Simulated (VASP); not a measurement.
**TaH4: single point with PBE**

TaH4:

```xyz
10
Lattice="4.4290 -2.1834 0.8465 4.4290 2.1834 0.8465 0.7883 0.0000 4.2771" Properties=species:S:1:pos:R:3 pbc="T T T"
Ta    5.0202   -1.0912    4.0543
Ta    4.6260    1.0912    1.9158
H     6.2096    0.2688    4.6738
H     3.8308    0.2688    3.4349
H     3.4367   -0.2688    1.2964
H     5.8154   -0.2688    2.5352
H     3.7411   -1.9134    2.9060
H     6.2993   -1.9134    5.2027
H     5.9051    1.9134    3.0642
H     3.3469    1.9134    0.7674
```

The cell was generated, and may not be a known phase.

```json
{
 "Program": "VASP 6.6.1",
 "Task": "single point",
 "Functional": "PBE",
 "Potentials or basis": "VASP PAW PBE potentials, release 64 (Ta_pv, H)",
 "Cutoff": "520 eV",
 "k mesh": "3 × 3 × 3",
 "Occupations": "gaussian, width 0.15 eV",
 "Spin": "no spin polarisation"
}
```

```json
{"Pressure": "0.1 GPa", "Largest force": "0.077 eV/Å", "Band gap on the k mesh": "zero (bands 15 and 16 overlap by 0.18 eV)"}
```

Forces on the atoms (eV/Å):
```
Ta   0.000  0.077  0.000
Ta   0.000 -0.077  0.000
H   -0.026 -0.015  0.000
H    0.026 -0.015  0.000
H    0.026  0.015  0.000
H   -0.026  0.015  0.000
H    0.008  0.007 -0.005
H   -0.008  0.007  0.005
H   -0.008 -0.007  0.005
H    0.008 -0.007 -0.005
```

Stress tensor (GPa, compression positive):
```
-0.35  0.00  0.09
 0.00  0.08  0.00
 0.09  0.00  0.54
```

Levels at points of the mesh, in eV from the Fermi level:
```csv
k point,band 13,band 14,band 15,band 16,band 17,band 18
"(0.00, 0.00, 0.00)",-2.00,-1.91,-1.78,1.87,1.89,1.90
```

Run time: 14 s on 1 thread of Intel(R) Xeon(R) 6975P-C (Granite Rapids), on a shared host, peak memory 0.21 GiB.

Caveat: the k points lie up to 0.54 Å⁻¹ apart; spin-orbit coupling is left out, which moves the levels of the heavy elements.
